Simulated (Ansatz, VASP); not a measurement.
## One calculation of Al, two programs

```
Al
1.0
    -1.63891    1.63891    1.63891
     1.63891   -1.63891    1.63891
     1.63891    1.63891   -1.63891
Al
1
Direct
  0.00000 0.00000 0.00000
```

Change from the starting cell: functional pbesol, volume scaled by 1.04.

Alike in both runs: task single point; functional PBEsol; k mesh 19 × 19 × 19; occupations fermi-dirac, width 0.05 eV; no spin polarisation.

|  | VASP | Ansatz |
| --- | --- | --- |
| version | VASP 6.6.1 | Ansatz 0.2.0 |
| potentials or method | VASP PAW PBE potentials, release 64 (Al), cutoff 500 eV | all-electron LAPW, scalar-relativistic |

|  | VASP | Ansatz | Ansatz less VASP |
| --- | --- | --- | --- |
| pressure (GPa) | -3.8 | -3.9 | -0.02 |

VASP's potentials were made for PBE, not for PBEsol. Ansatz ran all-electron here, and VASP with PAW potentials.
